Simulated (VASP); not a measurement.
Here is a VASP 6.6.1 calculation.

The input POSCAR:

```
MnSi
1.0
    0.0000000000      2.8480863293      2.8480863293
    2.8480863293      0.0000000000      2.8480863293
    2.8480863293      2.8480863293      0.0000000000
Mn Si
1 1
Direct
    0.0000000000      0.0000000000      0.0000000000
    0.2500000000      0.2500000000      0.2500000000
```

INCAR.step1

```
PREC = Accurate ; ENCUT = 520
EDIFF = 1E-5 ; ISMEAR = -1
SIGMA = 0.05 ; LREAL = F
LASPH = T ; NELM = 150
ALGO = Normal ; ISIF = 2
LWAVE = T ; ISPIN = 2
MAGMOM = 4 0 ; LORBIT = 11
LMAXMIX = 4 ; NBANDS = 20
GGA = PE
```

INCAR.step2

```
PREC = Accurate ; ENCUT = 520
EDIFF = 1E-6 ; ISMEAR = -1
SIGMA = 0.05 ; LREAL = F
LASPH = T ; NELM = 150
ALGO = Normal ; ISIF = 2
LWAVE = F ; LCHARG = T
ISPIN = 2 ; MAGMOM = 4 0
LORBIT = 11 ; LMAXMIX = 4
GGA = PE ; LHFCALC = T
AEXX = 0.25 ; PRECFOCK = Normal
LELF = T ; LVHAR = T
NBANDS = 20 ; ISTART = 1
```

File KPOINTS:

```
regular mesh
0
Gamma
  5 5 5
```

Potentials or basis: VASP PAW PBE potentials, release 64 (Mn_pv, Si).

Command:

```console
$ cat potpaw_PBE.64/Mn_pv/POTCAR potpaw_PBE.64/Si/POTCAR > POTCAR
$ cp INCAR.step1 INCAR
$ mpirun -np 1 vasp_std > vasp.out
$ cp INCAR.step2 INCAR
$ mpirun -np 1 vasp_std > vasp.out
```

Task: Predict the net moment.

Result: 3.00 μB per cell.

Task: Predict the site moments.

Result: Mn +3.91; Si -0.48 μB.

Task: Predict the band gap on the k mesh.

Result: Zero (filled and empty bands overlap).
